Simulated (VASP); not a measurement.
# P in VASP: notebook

The runs below take P through single point, with PBE.

Everything below comes from runs of VASP 6.6.1. Logs are shortened: lines on timing, memory, paths and dates and some standing lists are left out, and cuts for length are marked.

## 1. The cell of the first run

The cell holds a sheet with vacuum, 3 atoms: a = 5.407 Å, b = 5.407 Å, c = 14.000 Å, α = 90.00°, β = 90.00°, γ = 120.00°.

The cell was built from a structure type or drawn by symmetry, and may not be a known phase.

## 2. Single point, PBE

Input file INCAR:

```
SYSTEM = P
ALGO = Normal
DIPOL = 0.5 0.5 0.500
EDIFF = 1E-6
ENCUT = 520
GGA = PE
IDIPOL = 3
ISIF = 2
ISMEAR = 0
LASPH = .True.
LCHARG = .False.
LDIPOL = .True.
LREAL = .False.
LWAVE = .False.
NBANDS = 14
NELM = 80
PREC = Accurate
SIGMA = 0.1
```

Input file KPOINTS:

```
k-points
0
Gamma
  6 6 1
  0 0 0
```

Input file POSCAR:

```
P
1.0
    5.4068170000      0.0000000000      0.0000000000
   -2.7034090000      4.6824410000      0.0000000000
    0.0000000000      0.0000000000     14.0000000000
P
3
Direct
    0.4974004700      0.5025995300      0.5000000000
    0.4974004700      0.9948009400      0.5000000000
    0.0051990600      0.5025995300      0.5000000000
```

Potentials or basis: VASP PAW PBE potentials, release 64 (P).

The run is started by

```bash
$ cat potpaw_PBE.64/P/POTCAR > POTCAR
$ mpirun -np 1 vasp_std > vasp.out
```

OUTCAR:

```text
SYSTEM = P
   EDIFF = 1E-6
   ENCUT = 520
   GGA = PE
   ISIF = 2
   ISMEAR = 0
   LASPH = .True.
   LREAL = .False.
   NELM = 80
   PREC = Accurate

 ion  position               nearest neighbor table
   1  0.497  0.503  0.500-   3 2.66   2 2.66   3 2.75   2 2.75
   2  0.497  0.995  0.500-   3 2.66   1 2.66   3 2.75   1 2.75
   3  0.005  0.503  0.500-   2 2.66   1 2.66   2 2.75   1 2.75

  LATTYP: Found a hexagonal cell.
 ALAT       =     5.4068170000
 C/A-ratio  =     2.5893238110

  Lattice vectors:

 A1 = (   5.4068170000,   0.0000000000,   0.0000000000)
 A2 = (  -2.7034090000,   4.6824410000,   0.0000000000)
 A3 = (   0.0000000000,   0.0000000000,  14.0000000000)

Analysis of symmetry for initial positions (statically):
=====================================================================
 Subroutine PRICEL returns:
 Original cell was already a primitive cell.

 Routine SETGRP: Setting up the symmetry group for a
 hexagonal supercell.

 Subroutine GETGRP returns: Found 12 space group operations
 (whereof 12 operations were pure point group operations)
 out of a pool of 24 trial point group operations.

The static configuration has the point symmetry D_3h.

Analysis of symmetry for dynamics (positions and initial velocities):
=====================================================================
 Subroutine PRICEL returns:
 Original cell was already a primitive cell.

 Routine SETGRP: Setting up the symmetry group for a
 hexagonal supercell.

 Subroutine GETGRP returns: Found 12 space group operations
 (whereof 12 operations were pure point group operations)
 out of a pool of 24 trial point group operations.

The dynamic configuration has the point symmetry D_3h.

 Subroutine INISYM returns: Found 12 space group operations
 (whereof 12 operations are pure point group operations),
 and found     1 'primitive' translations

----------------------------------------------------------------------------------------

                                     Primitive cell

  volume of cell :     354.4394

  direct lattice vectors                    reciprocal lattice vectors
     5.406817000  0.000000000  0.000000000     0.184951701  0.106781931  0.000000000
    -2.703409000  4.682441000  0.000000000     0.000000000  0.213563823  0.000000000
     0.000000000  0.000000000 14.000000000     0.000000000  0.000000000  0.071428571

  length of vectors
     5.406817000  5.406817358 14.000000000     0.213563837  0.213563823  0.071428571

  position of ions in fractional coordinates (direct lattice)
     0.497400470  0.502599530  0.500000000
     0.497400470  0.994800940  0.500000000
     0.005199060  0.502599530  0.500000000

  ion indices of the primitive-cell ions
   primitive index   ion index
                 1           1
                 2           2
                 3           3

----------------------------------------------------------------------------------------

 KPOINTS: k-points

Automatic generation of k-mesh.
 Grid dimensions read from file:
 generate k-points for:    6    6    1

 Generating k-lattice:

  Cartesian coordinates                     Fractional coordinates (reciprocal lattice)
     0.030825283  0.017796989  0.000000000     0.166666667  0.000000000  0.000000000
     0.000000000  0.035593970  0.000000000     0.000000000  0.166666667  0.000000000
     0.000000000  0.000000000  0.071428571     0.000000000  0.000000000  1.000000000

  Length of vectors
     0.035593973  0.035593970  0.071428571

  Shift w.r.t. Gamma in fractional coordinates (k-lattice)
     0.000000000  0.000000000  0.000000000

 Subroutine IBZKPT returns following result:
 ===========================================

 Found      7 irreducible k-points:

 Following reciprocal coordinates:
            Coordinates               Weight
  0.000000  0.000000  0.000000      1.000000
  0.166667  0.000000  0.000000      6.000000
  0.333333  0.000000  0.000000      6.000000
  0.500000  0.000000  0.000000      3.000000
  0.166667  0.166667  0.000000      6.000000
  0.333333  0.166667  0.000000     12.000000
  0.333333  0.333333  0.000000      2.000000
   k-points           NKPTS =      7   k-points in BZ     NKDIM =      7   number of bands    NBANDS=     14
   number of dos      NEDOS =    301   number of ions     NIONS =      3
   total plane-waves  NPLWV = 172800
   dimension x,y,z NGX =    40 NGY =   40 NGZ =  108
   dimension x,y,z NGXF=    80 NGYF=   80 NGZF=  216
   ions per type =               3
   NGX,Y,Z   is equivalent  to a cutoff of  12.30, 12.30, 12.82 a.u.
   NGXF,Y,Z  is equivalent  to a cutoff of  24.60, 24.60, 25.65 a.u.
 SYSTEM =  P
   PREC   = accura    normal or accurate (medium, high low for compatibility)
   ISTART =      0    job   : 0-new  1-cont  2-samecut
   ICHARG =      2    charge: 1-file 2-atom 10-const
   ISPIN  =      1    spin polarized calculation?
   LNONCOLLINEAR =      F non collinear calculations
   LSORBIT =      F    spin-orbit coupling
   LASPH  =      T    aspherical Exc in radial PAW
   ENCUT  =  520.0 eV  38.22 Ry    6.18 a.u.  10.05 10.05 26.03*2*pi/ulx,y,z
   NELM   =     80;   NELMIN=  2; NELMDL= -5     # of ELM steps
   EDIFF  = 0.1E-05   stopping-criterion for ELM
   LREAL  =      F    real-space projection
   EDIFFG = 0.1E-04   stopping-criterion for IOM
   NSW    =      0    number of steps for IOM
   IBRION =     -1    ionic relax: 0-MD 1-quasi-New 2-CG
   NFREE  =      0    steps in history (QN), initial steepest desc. (CG)
   ISIF   =      2    stress and relaxation
   ISYM   =      2    0-nonsym 1-usesym 2-fastsym
   POTIM  = 0.5000    time-step for ionic-motion
   TEBEG  =    0.0;   TEEND  =   0.0 temperature during run
   PSTRESS=    0.0 pullay stress
   NELECT =      15.0000    total number of electrons
   NUPDOWN=      -1.0000    fix difference up-down
   EMIN   =  10.00;   EMAX   =-10.00  energy-range for DOS
   EFERMI =   0.00;   METHOD = LEGACY
   ISMEAR =     0;   SIGMA  =   0.10  broadening in eV -4-tet -1-fermi 0-gaus
   EFERMI_NEDOS =   21; number of points for ismear=-14 and -15
   IALGO  =     38    algorithm
   IMIX   =      4    mixing-type and parameters
     AMIX     =   0.40;   BMIX     =  1.00
     AMIX_MAG =   1.60;   BMIX_MAG =  1.00
  volume/ion in A,a.u.               =     118.15       797.29
  Fermi-wavevector in a.u.,A,eV,Ry     =   0.570503  1.078094  4.428338  0.325474
  Thomas-Fermi vector in A             =   1.610582
   LORBIT       =      0    0 simple, 1 ext, 2 COOP (PROOUT), +10 PAW based schemes
   GGA     = PE    functional components
   LHFCALC =     F    Hartree Fock is set to
   AEXX    =    0.0000 exact exchange contribution
   IVDW    =     0    specifies the selected vdW correction
   LEPSILON=     F    determine dielectric tensor
   LRPA    =     F    only Hartree local field effects (RPA)
 non-spin polarized calculation
 Gauss-broadening in eV      SIGMA  =   0.10
  energy-cutoff  :      520.00
  volume of cell :      354.44
 maximum number of plane-waves:      9576
   NGX = 21   NGY = 21   NGZ = 53

 number of electron      15.0000002 magnetization

 dipolmoment           0.000000      0.000000      0.000000 electrons x Angstroem

 Free energy of the ion-electron system (eV)
  ---------------------------------------------------
  ext. energy  EPLUGINS =         0.00000000
  ---------------------------------------------------
  free energy    TOTEN  =       -11.92623499 eV

  energy without entropy =      -11.89022854  energy(sigma->0) =      -11.90823177

 E-fermi :  -3.5685     XC(G=0):  -2.6985

 val. band max:       -3.5703550331   @ k =   0.3333   0.1667   0.0000
 cond. band min:      -3.5454844164   @ k =   0.5000   0.0000   0.0000
 fundamental gap:      0.0248706166
 Fermi energy:        -3.5684812904

 k-point     1 :       0.0000    0.0000    0.0000
  band No.  band energies     occupation
      1     -15.3872      2.00000
      2     -11.1162      2.00000
      3     -11.1162      2.00000
      4      -8.8436      2.00000
      5      -6.2334      2.00000
      6      -6.2334      2.00000
      7      -6.0518      2.00000
      8      -2.6444      0.00000
      9      -2.6444      0.00000
     10       0.3603      0.00000
     11       0.8366      0.00000
     12       1.2834      0.00000
     13       1.8245      0.00000
     14       2.1555      0.00000

 k-point     2 :       0.1667    0.0000    0.0000
  band No.  band energies     occupation
      1     -15.2506      2.00000
      2     -11.8122      2.00000
      3     -11.1874      2.00000
      4      -8.1013      2.00000
      5      -6.1275      2.00000
      6      -5.9208      2.00000
      7      -5.8668      2.00000
      8      -3.0317      0.00000
      9      -2.6853      0.00000
     10       0.0738      0.00000
     11       0.5484      0.00000
     12       1.0043      0.00000
     13       1.7176      0.00000
     14       1.9818      0.00000

 k-point     3 :       0.3333    0.0000    0.0000
  band No.  band energies     occupation
      1     -14.8703      2.00000
      2     -12.8557      2.00000
      3     -11.3171      2.00000
      4      -7.3669      2.00000
      5      -5.5561      2.00000
      6      -5.2574      2.00000
      7      -4.8660      2.00000
      8      -3.8080      1.99929
      9      -2.7635      0.00000
     10      -1.6391      0.00000
     11      -1.2648      0.00000
     12       1.3956      0.00000
     13       1.8385      0.00000
     14       2.3517      0.00000

 k-point     4 :       0.5000    0.0000    0.0000
  band No.  band energies     occupation
      1     -14.5250      2.00000
      2     -13.4445      2.00000
      3     -11.3766      2.00000
      4      -7.2533      2.00000
      5      -5.2194      2.00000
      6      -4.3178      2.00000
      7      -3.6242      1.56905
      8      -3.5455      0.74501
      9      -3.2454      0.00000
     10      -3.2266      0.00000
     11      -2.8008      0.00000
     12       1.8378      0.00000
     13       2.2275      0.00000
     14       2.4981      0.00000

 k-point     5 :       0.1667    0.1667    0.0000
  band No.  band energies     occupation
      1     -14.9877      2.00000
      2     -12.5816      2.00000
      3     -11.3264      2.00000
      4      -7.2881      2.00000
      5      -6.0098      2.00000
      6      -5.6692      2.00000
      7      -4.9504      2.00000
      8      -3.5805      1.13472
      9      -2.7750      0.00000
     10      -1.5288      0.00000
     11       0.3089      0.00000
     12       0.9850      0.00000
     13       1.2161      0.00000
     14       2.2814      0.00000

 k-point     6 :       0.3333    0.1667    0.0000
  band No.  band energies     occupation
      1     -14.5393      2.00000
      2     -13.3947      2.00000
      3     -11.4684      2.00000
      4      -6.7599      2.00000
      5      -5.2395      2.00000
      6      -5.1920      2.00000
      7      -4.2546      2.00000
      8      -3.5704      1.02114
      9      -3.2256      0.00000
     10      -2.8740      0.00000
     11      -1.3742      0.00000
     12       0.7305      0.00000
     13       1.9886      0.00000
     14       2.6868      0.00000

 k-point     7 :       0.3333    0.3333    0.0000
  band No.  band energies     occupation
      1     -14.1704      2.00000
      2     -13.8405      2.00000
      3     -11.5822      2.00000
      4      -5.5656      2.00000
      5      -5.5600      2.00000
      6      -4.8689      2.00000
      7      -4.7870      2.00000
      8      -4.6644      2.00000
      9      -2.9654      0.00000
     10      -1.5312      0.00000
     11      -1.4065      0.00000
     12      -0.9800      0.00000
     13       2.7820      0.00000
     14       2.8351      0.00000

------------------------ aborting loop because EDIFF is reached ----------------------------------------

 vacuum level on the upper side and lower side of the slab       (xc-potential included)        -0.064        -0.064

  FORCE on cell =-STRESS in cart. coord.  units (eV):
  Direction    XX          YY          ZZ          XY          YZ          ZX
  --------------------------------------------------------------------------------------
  -------------------------------------------------------------------------------------
  Total      -10.5859023    -10.5859028     -0.0094802      0.0000011      0.0000000      0.0000000
  in kB      -47.8515977    -47.8516003     -0.0428533      0.0000051      0.0000000      0.0000000
  external PRESSURE =     -31.9153504 kB  Pullay stress =       0.0000000 kB

 VOLUME and BASIS-vectors are now :
 -----------------------------------------------------------------------------
  energy-cutoff  :      520.00
  volume of cell :      354.44
      direct lattice vectors                 reciprocal lattice vectors
     5.406817000  0.000000000  0.000000000     0.184951701  0.106781931  0.000000000
    -2.703409000  4.682441000  0.000000000     0.000000000  0.213563823  0.000000000
     0.000000000  0.000000000 14.000000000     0.000000000  0.000000000  0.071428571

 POSITION                                       TOTAL-FORCE (eV/Angst)
 -----------------------------------------------------------------------------------
      1.33062      2.35339      7.00000        -1.122411      0.648024     -0.000000
     -0.00000      4.65810      7.00000         0.000000     -1.296048      0.000000
     -1.33062      2.35339      7.00000         1.122411      0.648024     -0.000000
 -----------------------------------------------------------------------------------
    total drift:                               -0.000000     -0.000000     -0.000000

  FREE ENERGIE OF THE ION-ELECTRON SYSTEM (eV)
  ---------------------------------------------------
  free  energy   TOTEN  =       -11.9262349918 eV

  energy  without entropy=      -11.8902285418  energy(sigma->0) =      -11.90823177

 vacuum level on the upper side and lower side of the slab         1.802         1.802
```

Wall time 90 s (1 thread of Intel Xeon 8259CL, shared host); peak memory 0.4 GiB.

What came out:

| Quantity | Value |
| --- | --- |
| Free energy | -11.9262 eV |
| Largest force | 1.296 eV/Å |
| Band gap on the k mesh | zero (an odd number of electrons rules out a gap without spin polarisation) |

Forces in eV/Å, atoms in the order of the input:
```
P   -1.122  0.648  0.000
P    0.000 -1.296  0.000
P    1.122  0.648  0.000
```

## 3. Single point, PBE

This run uses another cell than the first one.

Input file INCAR:

```
PREC = Accurate
ENCUT = 520
EDIFF = 1E-6
ISMEAR = 0
SIGMA = 0.1
LREAL = False
LASPH = True
NELM = 60
ALGO = Normal
ISIF = 2
LWAVE = False
LCHARG = False
LDIPOL = True
IDIPOL = 3
DIPOL = 0.5 0.5 0.294
GGA = PE
NBANDS = 14
```

Input file KPOINTS:

```
regular mesh
0
Gamma
  6 6 1
```

Input file POSCAR:

```
P
1.0
    4.5673109858      0.0000002439      0.0000000000
   -2.2836557041      3.9554072187      0.0000000000
    0.0000000000      0.0000000000     23.8000000000
P
3
Direct
    0.4999916044      0.5000083956      0.2941176471
    0.4999916044      0.9999832087      0.2941176471
    0.0000167913      0.5000083956      0.2941176471
```

Potentials or basis: VASP PAW PBE potentials, release 64 (P).

The run is started by

```bash
$ cat potpaw_PBE.64/P/POTCAR > POTCAR
$ mpirun -np 1 vasp_std > vasp.out
```

OUTCAR:

```text
PREC = Accurate
   ENCUT = 520
   EDIFF = 1E-6
   ISMEAR = 0
   LREAL = False
   LASPH = True
   NELM = 60
   ISIF = 2
   GGA = PE

 ion  position               nearest neighbor table
   1  0.500  0.500  0.294-   2 2.28   3 2.28   2 2.28   3 2.28
   2  0.500  1.000  0.294-   1 2.28   3 2.28   1 2.28   3 2.28
   3  0.000  0.500  0.294-   2 2.28   1 2.28   2 2.28   1 2.28

  LATTYP: Found a hexagonal cell.
 ALAT       =     4.5673109858
 C/A-ratio  =     5.2109436108

  Lattice vectors:

 A1 = (   4.5673109858,   0.0000002439,   0.0000000000)
 A2 = (  -2.2836557041,   3.9554072187,   0.0000000000)
 A3 = (   0.0000000000,   0.0000000000,  23.8000000000)

Analysis of symmetry for initial positions (statically):
=====================================================================
 Subroutine PRICEL returns:
 Original cell was already a primitive cell.

 Routine SETGRP: Setting up the symmetry group for a
 hexagonal supercell.

 Subroutine GETGRP returns: Found 12 space group operations
 (whereof  6 operations were pure point group operations)
 out of a pool of 24 trial point group operations.

[... 173 lines left out ...]
     12       1.1911      0.00000
     13       1.4997      0.00000
     14       1.5374      0.00000
[... 88 lines left out ...]
      1     -16.0252      2.00000
      2     -16.0234      2.00000
      3     -12.0292      2.00000
      4      -6.1376      2.00000
      5      -6.1372      2.00000
      6      -5.7440      2.00000
      7      -5.7430      2.00000
      8      -3.2896      2.00000
      9      -2.7414      0.89999
     10       0.3528      0.00000
     11       1.1861      0.00000
     12       1.1870      0.00000
     13       3.2590      0.00000
     14       3.2593      0.00000

------------------------ aborting loop because EDIFF is reached ----------------------------------------

 vacuum level on the upper side and lower side of the slab       (xc-potential included)        -0.009        -0.009

  FORCE on cell =-STRESS in cart. coord.  units (eV):
  Direction    XX          YY          ZZ          XY          YZ          ZX
  --------------------------------------------------------------------------------------
  -------------------------------------------------------------------------------------
  Total       -0.1134611     -0.1134611     -0.0118042     -0.0000000      0.0000000      0.0000000
  in kB       -0.4227940     -0.4227940     -0.0439863     -0.0000000      0.0000000      0.0000000
  external PRESSURE =      -0.2965248 kB  Pullay stress =       0.0000000 kB

 VOLUME and BASIS-vectors are now :
 -----------------------------------------------------------------------------
  energy-cutoff  :      520.00
  volume of cell :      429.96
      direct lattice vectors                 reciprocal lattice vectors
     4.567310986  0.000000244  0.000000000     0.218947204  0.126409243  0.000000000
    -2.283655704  3.955407219  0.000000000    -0.000000014  0.252818462  0.000000000
     0.000000000  0.000000000 23.800000000     0.000000000  0.000000000  0.042016807

 POSITION                                       TOTAL-FORCE (eV/Angst)
 -----------------------------------------------------------------------------------
      1.14177      1.97774      7.00000         0.000989     -0.000571      0.000000
     -0.00000      3.95534      7.00000        -0.000000      0.001142     -0.000000
     -1.14177      1.97774      7.00000        -0.000989     -0.000571     -0.000000
 -----------------------------------------------------------------------------------
    total drift:                               -0.000000      0.000000      0.000008

  FREE ENERGIE OF THE ION-ELECTRON SYSTEM (eV)
  ---------------------------------------------------
  free  energy   TOTEN  =       -14.2186414225 eV

  energy  without entropy=      -14.2141634346  energy(sigma->0) =      -14.21640243

 vacuum level on the upper side and lower side of the slab         1.415         1.415
```

OSZICAR:

```text
N       E                     dE             d eps       ncg     rms          rms(c)
DAV:   1     0.106132159277E+03    0.10613E+03   -0.37257E+03   196   0.649E+02
DAV:   2    -0.821672444847E-01   -0.10621E+03   -0.97930E+02   354   0.124E+02
DAV:   3    -0.140137794023E+02   -0.13932E+02   -0.13533E+02   244   0.554E+01
[... 13 lines left out ...]
DAV:  17    -0.142186070313E+02   -0.32931E-04   -0.14079E-06   232   0.386E-03    0.168E-03
DAV:  18    -0.142186362311E+02   -0.29200E-04   -0.16674E-06   214   0.366E-03    0.467E-04
DAV:  19    -0.142186385159E+02   -0.22848E-05   -0.26767E-08   200   0.633E-04    0.258E-04
DAV:  20    -0.142186411574E+02   -0.26415E-05   -0.50691E-08   164   0.708E-04    0.120E-04
DAV:  21    -0.142186414225E+02   -0.26509E-06   -0.67094E-09   176   0.257E-04
   1 F= -.14218641E+02 E0= -.14216402E+02  d E =-.447799E-02
```

stdout:

```text
POSCAR found type information on POSCAR P
 POSCAR found :  1 types and       3 ions
 scaLAPACK will be used
 LDA part: xc-table for (Slater+PW92), standard interpolation
 POSCAR, INCAR and KPOINTS ok, starting setup
 FFT: planning ... GRIDC
 FFT: planning ... GRID_SOFT
 FFT: planning ... GRID
 WAVECAR not read
 entering main loop
```

Run time: 2.3 min. Hardware: 1 thread of Intel Xeon 8259CL, shared host; peak memory 0.5 GiB.

What came out:

```
Free energy            : -14.2186 eV
Band gap on the k mesh : zero (an odd number of electrons rules out a gap without spin polarisation)
```
